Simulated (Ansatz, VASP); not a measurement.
# Gd6N: VASP beside Ansatz

```
Gd N
1.0
     6.00746    0.00000    0.00000
    -3.00373    5.20261    0.00000
     0.00000    0.00000    5.51355
Gd N
6 1
Cartesian
  0.9120 1.5795 1.4682
  -2.0918 3.6231 1.4682
  4.1835 0.0000 1.4682
  -0.9120 1.5795 4.0454
  1.8239 0.0000 4.0454
  2.0918 3.6231 4.0454
  0.0000 0.0000 2.7568
```

Change from the starting cell: species swapped into the MoCl6 type (P-31m, No. 162).

Alike in both runs: task relaxation of cell and atoms; functional PBE; k mesh 3 × 3 × 3; occupations gaussian, width 0.2 eV; collinear spin.

|  | VASP | Ansatz |
| --- | --- | --- |
| version | VASP 6.6.1 | Ansatz 0.2.0 |
| potentials or method | VASP PAW PBE potentials, release 64 (Gd, N), cutoff 600 eV | scalar-relativistic, plane waves, PAW |
| valence electrons in the cell | 113 | 113 |

|  | VASP | Ansatz | Ansatz less VASP |
| --- | --- | --- | --- |
| gap on the k mesh at the Fermi level, each at its own relaxed structure (eV) | none | none | - |
| net moment per atom (μB) | 6.60 | 6.60 | +0.002 |
| size of the moment on the site where the two differ most (μB) | 0.06 | 0.04 | -0.014 |
| relaxed volume (Å³/atom) | 29.31 | 29.30 | -0.013 |
| relaxed length of the cell vector where the two differ most in proportion (Å) | 5.844 | 5.882 | +0.0383 |

Site moments also hang on the region over which each program counts them. A gap of «none» marks a metal or a gap that the smearing closes.

The k mesh is coarse, so the values compare programs but aren't converged. Neither program's run includes spin-orbit coupling. Noted on VASP's run: the volume moved by over 15 % at a fixed basis, so the end points are rough; too few bands were computed for a metal, which touches its energy and stress.
